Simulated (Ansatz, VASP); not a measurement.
# Nb: VASP beside Ansatz

```
Nb
1.0
     2.38233    0.00000    0.00000
     0.00000    2.38233    0.00000
     0.00000    0.00000    2.38233
Nb
1
Direct
  0.00000 0.00000 0.00000
```

Change from the starting cell: volume scaled by 0.7, LAPW.

Alike in both runs: task single point; functional PBEsol; k mesh 14 × 14 × 14; occupations fermi-dirac, width 0.1 eV; no spin polarisation.

|  | VASP | Ansatz |
| --- | --- | --- |
| version | VASP 6.6.1 | Ansatz 0.2.0 |
| potentials or method | VASP PAW PBE potentials, release 64 (Nb_sv), cutoff 520 eV | all-electron LAPW, scalar-relativistic |

```tsv
	VASP	Ansatz	Ansatz less VASP
pressure (GPa)	102.3	102.1	-0.14
```

VASP's potentials were made for PBE, not for PBEsol. Both programs put the cell under a high pressure, so it lies far from rest at this level. Ansatz ran all-electron here, and VASP with PAW potentials.

Noted on VASP's run: the cell as given lies far from equilibrium.
